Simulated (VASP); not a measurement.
A run of VASP 6.6.1:

INCAR

```
SYSTEM = Re
ALGO = Normal
EDIFF = 1E-6
ENCUT = 520
GGA = PE
ISIF = 2
ISMEAR = -1
LASPH = .True.
LCHARG = .True.
LELF = .True.
LREAL = .False.
LVHAR = .True.
LWAVE = .False.
NBANDS = 14
NELM = 60
PREC = Accurate
SIGMA = 0.05
```

The input KPOINTS:

```
k-points
0
Gamma
  10 10 6
  0 0 0
```

POSCAR

```
Re
1.0
    2.6901292541      0.0000000000      0.0000000000
   -1.3450646271      2.3297202735      0.0000000000
    0.0000000000      0.0000000000      4.3578482000
Re
2
Direct
    0.3333333333      0.6666666667      0.2500000000
    0.6666666667      0.3333333333      0.7500000000
```

Potentials or basis: VASP PAW PBE potentials, release 64 (Re).

The run is started by

```sh
$ cat potpaw_PBE.64/Re/POTCAR > POTCAR
$ mpirun -np 1 vasp_std > vasp.out
```

Hardware: 1 thread of Intel Xeon 8259CL, with other jobs on the host.

Question: How long does it take, and how much memory?

Answer: It took 37 s on 1 thread of Intel Xeon 8259CL (shared host), peak memory 0.15 GiB. Counts: scf iterations 12, k points 56.
